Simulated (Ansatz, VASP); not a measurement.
# One calculation of Pd3PbC, two programs

```xyz
5
Lattice="4.3274 0.0000 0.0000 0.0000 4.3274 0.0000 0.0000 0.0000 4.3274" Properties=species:S:1:pos:R:3 pbc="T T T"
Pd    0.0000    2.1637    2.1637
Pd    2.1637    2.1637    0.0000
Pd    2.1637    0.0000    2.1637
Pb    0.0000    0.0000    0.0000
C     2.1637    2.1637    2.1637
```

Alike in both runs: task single point; functional PBE; k mesh 6 × 6 × 6; occupations fermi-dirac, width 0.1 eV; no spin polarisation.

|  | VASP | Ansatz |
| --- | --- | --- |
| version | VASP 6.6.1 | Ansatz 0.2.0 |
| potentials or method | VASP PAW PBE potentials, release 64 (Pd, Pb_d, C), cutoff 520 eV | plane waves, PAW |
| valence electrons in the cell | 48 | 72 |

|  | VASP | Ansatz | Ansatz less VASP |
| --- | --- | --- | --- |
| pressure (GPa) | -3.6 | -3.6 | +0.01 |

VASP's potentials hold 48 valence electrons a cell and Ansatz's 72, so a difference there can come from the potentials and not from the codes.

Neither program's run includes spin-orbit coupling.
